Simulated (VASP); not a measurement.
A run of VASP 6.6.1 is set up as follows.

The input INCAR:

```
ALGO = Fast
EDIFF = 1E-6
ENCUT = 520
GGA = PE
ISIF = 2
ISMEAR = 0
LASPH = T
LCHARG = F
LREAL = F
LWAVE = F
NBANDS = 20
NELM = 100
PREC = Accurate
SIGMA = 0.1
```

KPOINTS

```
k-points
0
Gamma
  20 20 20
```

File POSCAR:

```
Os2Pt
1.0
   -1.6559421707      1.6559421707      4.1595143148
    1.6559421707     -1.6559421707      4.1595143148
    1.6559421707      1.6559421707     -4.1595143148
Os Pt
2 1
Direct
    0.6782372264      0.6782372264      0.0000000000
    0.3217627736      0.3217627736      0.0000000000
    0.0000000000      0.0000000000      0.0000000000
```

Potentials or basis: VASP PAW PBE potentials, release 64 (Os, Pt).

Command:

```bash
$ cat potpaw_PBE.64/Os/POTCAR potpaw_PBE.64/Pt/POTCAR > POTCAR
$ mpirun -np 1 vasp_std > vasp.out
```

Question: Predict the largest force.

Answer: 0.049 eV/Å.

Question: What does it give for the band gap on the k mesh?

Answer: Zero (band 13 reaches 9.66 eV, above the bottom of band 14 at 8.11 eV).

Question: Predict the pressure.

Answer: -0.4 GPa.

Forces on the atoms (eV/Å):
```
Os   0.000  0.000  0.049
Os   0.000  0.000 -0.049
Pt   0.000  0.000  0.000
```

Caveat: spin-orbit coupling is left out, which moves the levels of the heavy elements.
